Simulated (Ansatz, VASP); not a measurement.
**Two plane-wave programs on SnO2**

```xyz
6
Lattice="-1.9114 1.9114 5.1886 1.9114 -1.9114 5.1886 1.9114 1.9114 -5.1886" Properties=species:S:1:pos:R:3 pbc="T T T"
Sn    0.0000    1.9114    2.5943
Sn    0.0000    0.0000    0.0000
O     0.0000    0.0000    8.2919
O     0.0000    1.9114    4.6796
O     0.0000    0.0000    2.0853
O     0.0000    1.9114    0.5090
```

Alike in both runs: functional PBEsol; k mesh 10 × 10 × 10; occupations gaussian, width 0.05 eV; no spin polarisation.

Ansatz relaxed the structure, and its values are those at the end. VASP's run is a single point on that final structure, the one shown.

```csv
,VASP,Ansatz
version,VASP 6.6.1,Ansatz 0.2.0
potentials or method,"VASP PAW PBE potentials, release 64 (Sn_d, O), cutoff 520 eV","scalar-relativistic, plane waves, PAW"
valence electrons in the cell,52,52
```

|  | VASP | Ansatz | Ansatz less VASP |
| --- | --- | --- | --- |
| gap on the k mesh at the Fermi level (eV) | 2.37 | 2.37 | +0.002 |
| least direct gap on the mesh (eV) | 2.74 | 2.73 | -0.002 |
| pressure (GPa) | 18.6 | 17.7 | -0.92 |
| rms of the force components (eV/Å) | 0.011 | 0.002 | -0.0091 |

VASP's potentials were made for PBE, not for PBEsol, and Ansatz warns of the same on its side. With one functional, cell and mesh, what is left measures potentials, basis and numerics. Ansatz's warnings: stress scf threshold loose.
